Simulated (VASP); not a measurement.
# Ga (Pm-3m) in VASP: further runs, part 2 of 2

VASP 6.6.1. Earlier steps stand in the parts before.

## Step 3: Single point, PBE

This run uses another cell than the first one, of 20.37 Å³/atom, 1.014 times its volume.

The input, INCAR:

```
PREC = Accurate
ENCUT = 520
EDIFF = 1E-7
ISMEAR = 0
SIGMA = 0.1
LREAL = False
LASPH = True
NELM = 100
ALGO = Fast
ISIF = 2
LWAVE = False
LCHARG = False
GGA = PE
NBANDS = 26
```

The input, KPOINTS:

```
Automatic mesh
0
Gamma
  12 12 12
```

The input, POSCAR:

```
Ga
1.0
    3.9388331621      0.0000000000      0.0000000000
    0.0000000000      3.9388331621      0.0000000000
    0.0000000000      0.0000000000      3.9388331621
Ga
3
Direct
    0.0000000000      0.5000000000      0.5000000000
    0.5000000000      0.0000000000      0.5000000000
    0.5000000000      0.5000000000      0.0000000000
```

Potentials or basis: VASP PAW PBE potentials, release 64 (Ga_d).

Run with:

```
$ cat potpaw_PBE.64/Ga_d/POTCAR > POTCAR
$ mpirun -np 1 vasp_std > vasp.out
```

OUTCAR:

```text
PREC = Accurate
   ENCUT = 520
   EDIFF = 1E-7
   ISMEAR = 0
   LREAL = False
   LASPH = True
   NELM = 100
   ISIF = 2
   GGA = PE

 ion  position               nearest neighbor table
   1  0.000  0.500  0.500-   2 2.79   3 2.79   3 2.79   2 2.79   2 2.79   3 2.79   3 2.79   2 2.79

   2  0.500  0.000  0.500-   1 2.79   3 2.79   3 2.79   1 2.79   3 2.79   3 2.79   1 2.79   1 2.79

   3  0.500  0.500  0.000-   1 2.79   2 2.79   1 2.79   2 2.79   2 2.79   2 2.79   1 2.79   1 2.79

  LATTYP: Found a simple cubic cell.
 ALAT       =     3.9388331621

  Lattice vectors:

 A1 = (   3.9388331621,   0.0000000000,   0.0000000000)
 A2 = (   0.0000000000,   3.9388331621,   0.0000000000)
 A3 = (   0.0000000000,   0.0000000000,   3.9388331621)

Analysis of symmetry for initial positions (statically):
=====================================================================
 Subroutine PRICEL returns:
 Original cell was already a primitive cell.

 Routine SETGRP: Setting up the symmetry group for a
 simple cubic supercell.

 Subroutine GETGRP returns: Found 48 space group operations
 (whereof 48 operations were pure point group operations)
 out of a pool of 48 trial point group operations.

The static configuration has the point symmetry O_h .

Analysis of symmetry for dynamics (positions and initial velocities):
=====================================================================
 Subroutine PRICEL returns:
 Original cell was already a primitive cell.

 Routine SETGRP: Setting up the symmetry group for a
 simple cubic supercell.

 Subroutine GETGRP returns: Found 48 space group operations
 (whereof 48 operations were pure point group operations)
 out of a pool of 48 trial point group operations.

The dynamic configuration has the point symmetry O_h .

 Subroutine INISYM returns: Found 48 space group operations
 (whereof 48 operations are pure point group operations),
 and found     1 'primitive' translations

[... 115 lines left out ...]
     AMIX     =   0.40;   BMIX     =  1.00
     AMIX_MAG =   1.60;   BMIX_MAG =  1.00
  volume/ion in A,a.u.               =      20.37       137.46
  Fermi-wavevector in a.u.,A,eV,Ry     =   1.409490  2.663551 27.030193  1.986663
  Thomas-Fermi vector in A             =   2.531541
   LORBIT       =      0    0 simple, 1 ext, 2 COOP (PROOUT), +10 PAW based schemes
   GGA     = PE    functional components
   LHFCALC =     F    Hartree Fock is set to
   AEXX    =    0.0000 exact exchange contribution
   IVDW    =     0    specifies the selected vdW correction
   LEPSILON=     F    determine dielectric tensor
   LRPA    =     F    only Hartree local field effects (RPA)
 non-spin polarized calculation
 RMM-DIIS sequential band-by-band and
 Gauss-broadening in eV      SIGMA  =   0.10
  energy-cutoff  :      520.00
  volume of cell :       61.11
 maximum number of plane-waves:      1671
 NGX is ok and might be reduce to    30

 number of electron      38.9999971 magnetization

 Free energy of the ion-electron system (eV)
  ---------------------------------------------------
  ext. energy  EPLUGINS =         0.00000000
  ---------------------------------------------------
  free energy    TOTEN  =        -8.51518873 eV

  energy without entropy =       -8.50796008  energy(sigma->0) =       -8.51157441

 E-fermi :   4.7356     XC(G=0): -10.4673

 val. band max:        4.7198666795   @ k =   0.1667   0.0833   0.0000
 cond. band min:       4.7591221332   @ k =   0.5000   0.1667   0.1667
 fundamental gap:      0.0392554538
 Fermi energy:         4.7356013429

 k-point     1 :       0.0000    0.0000    0.0000
  band No.  band energies     occupation
      1     -10.4859      2.00000
      2     -10.4538      2.00000
      3     -10.4538      2.00000
      4     -10.4538      2.00000
      5     -10.3126      2.00000
      6     -10.3126      2.00000
[... 685 lines left out ...]
     25      10.5846      0.00000
     26      13.1705      0.00000

 [... further k-points ...]

------------------------ aborting loop because EDIFF is reached ----------------------------------------

  FORCE on cell =-STRESS in cart. coord.  units (eV):
  Direction    XX          YY          ZZ          XY          YZ          ZX
  --------------------------------------------------------------------------------------
  -------------------------------------------------------------------------------------
  Total        0.0431173      0.0431173      0.0431173      0.0000000      0.0000000      0.0000000
  in kB        1.1304698      1.1304698      1.1304698      0.0000000      0.0000000      0.0000000
  external PRESSURE =       1.1304698 kB  Pullay stress =       0.0000000 kB

 VOLUME and BASIS-vectors are now :
 -----------------------------------------------------------------------------
  energy-cutoff  :      520.00
  volume of cell :       61.11
      direct lattice vectors                 reciprocal lattice vectors
     3.938833162  0.000000000  0.000000000     0.253882294  0.000000000  0.000000000
     0.000000000  3.938833162  0.000000000     0.000000000  0.253882294  0.000000000
     0.000000000  0.000000000  3.938833162     0.000000000  0.000000000  0.253882294

 POSITION                                       TOTAL-FORCE (eV/Angst)
 -----------------------------------------------------------------------------------
      0.00000      1.96942      1.96942         0.000000      0.000000      0.000000
      1.96942      0.00000      1.96942         0.000000      0.000000      0.000000
      1.96942      1.96942      0.00000         0.000000      0.000000      0.000000
 -----------------------------------------------------------------------------------
    total drift:                                0.000000      0.000000     -0.000000

  FREE ENERGIE OF THE ION-ELECTRON SYSTEM (eV)
  ---------------------------------------------------
  free  energy   TOTEN  =        -8.5151887274 eV

  energy  without entropy=       -8.5079600827  energy(sigma->0) =       -8.51157441
```

OSZICAR:

```text
N       E                     dE             d eps       ncg     rms          rms(c)
DAV:   1     0.232068330439E+03    0.23207E+03   -0.19700E+04  4498   0.274E+03
DAV:   2     0.160323210897E+02   -0.21604E+03   -0.21216E+03  4644   0.464E+02
DAV:   3    -0.801947450090E+01   -0.24052E+02   -0.23829E+02  4840   0.130E+02
DAV:   4    -0.860360943347E+01   -0.58413E+00   -0.58274E+00  5312   0.224E+01
DAV:   5    -0.861294578109E+01   -0.93363E-02   -0.93351E-02  5204   0.292E+00    0.181E+00
RMM:   6    -0.853058181318E+01    0.82364E-01   -0.14554E-01  5690   0.417E+00    0.947E-01
RMM:   7    -0.851454852800E+01    0.16033E-01   -0.72626E-02  5873   0.226E+00    0.223E-01
RMM:   8    -0.851480262845E+01   -0.25410E-03   -0.73347E-03  5447   0.764E-01    0.822E-02
RMM:   9    -0.851514417286E+01   -0.34154E-03   -0.17956E-03  5955   0.404E-01    0.206E-02
RMM:  10    -0.851518394512E+01   -0.39772E-04   -0.41768E-04  6704   0.180E-01    0.719E-03
RMM:  11    -0.851518782855E+01   -0.38834E-05   -0.74527E-05  6248   0.832E-02    0.326E-03
RMM:  12    -0.851518823299E+01   -0.40444E-06   -0.20369E-05  6571   0.411E-02    0.127E-03
RMM:  13    -0.851518867603E+01   -0.44304E-06   -0.57334E-06  6867   0.197E-02    0.621E-04
RMM:  14    -0.851518872739E+01   -0.51356E-07   -0.98194E-07  5245   0.917E-03
   1 F= -.85151887E+01 E0= -.85115744E+01  d E =-.722864E-02
```

stdout:

```text
POSCAR found type information on POSCAR Ga
 POSCAR found :  1 types and       3 ions
 scaLAPACK will be used
 LDA part: xc-table for (Slater+PW92), standard interpolation
 POSCAR, INCAR and KPOINTS ok, starting setup
 FFT: planning ... GRIDC
 FFT: planning ... GRID_SOFT
 FFT: planning ... GRID
 WAVECAR not read
 entering main loop
WARNING in EDDRMM: call to ZHEGV failed, returncode =   8  4     25
```

Wall time 3.1 min (1 thread of AMD EPYC 7R13, shared host); peak memory 0.2 GiB.

Results:

| Quantity | Value |
| --- | --- |
| Free energy | -8.5152 eV |
| Pressure | 0.1 GPa |

Levels at points of the mesh, in eV from the Fermi level:
| k point | band 16 | band 17 | band 18 | band 19 | band 20 | band 21 | band 22 | band 23 |
| --- | --- | --- | --- | --- | --- | --- | --- | --- |
| (0.00, 0.00, 0.00) | -10.82 | -1.38 | -1.38 | -1.38 | -1.02 | -1.02 | 3.56 | 6.81 |
| (0.50, 0.00, 0.00) | -9.10 | -7.47 | 0.09 | 0.34 | 0.34 | 2.68 | 2.68 | 2.89 |
| (0.50, 0.50, 0.00) | -7.14 | -6.05 | -6.05 | -3.09 | 2.72 | 3.16 | 3.45 | 3.45 |
| (0.50, 0.50, 0.50) | -4.65 | -4.44 | -4.44 | -4.44 | -2.31 | -2.31 | -2.31 | 3.06 |

## Step 4: Single point, PBE

This run uses another cell than the first one: it holds 6 atoms, not 3.

The input, INCAR:

```
  ALGO = Fast
  EDIFF = 1E-6
  ENCUT = 520
  GGA = PE
  ISIF = 2
  ISMEAR = 0
  LASPH = T
  LCHARG = F
  LREAL = F
  LWAVE = F
  NBANDS = 48
  NELM = 100
  PREC = Accurate
  SIGMA = 0.2
```

The input, KPOINTS:

```
k-points
0
Gamma
  6 6 4
```

The input, POSCAR:

```
Ga
1.0
    3.9388331621      0.0000000000      0.0000000000
    0.0000000000      3.9388331621      0.0000000000
    0.0000000000      0.0000000000      7.8776663241
Ga
6
Direct
    0.0000000000      0.5000000000      0.2500000000
    0.0000000000      0.5000000000      0.7500000000
    0.5000000000      0.0000000000      0.2500000000
    0.5000000000      1.0000000000      0.7500000000
    0.5000000000      0.5000000000      0.0000000000
    0.5000000000      0.5000000000      0.5000000000
```

Run with:

```
$ cat potpaw_PBE.64/Ga_d/POTCAR > POTCAR
$ mpirun -np 1 vasp_std > vasp.out
```

Run time: 4.2 min. Hardware: 1 thread of AMD EPYC 7R13, shared host; peak memory 0.26 GiB.

The run converged, but its numbers aren't listed here, since they failed a check.
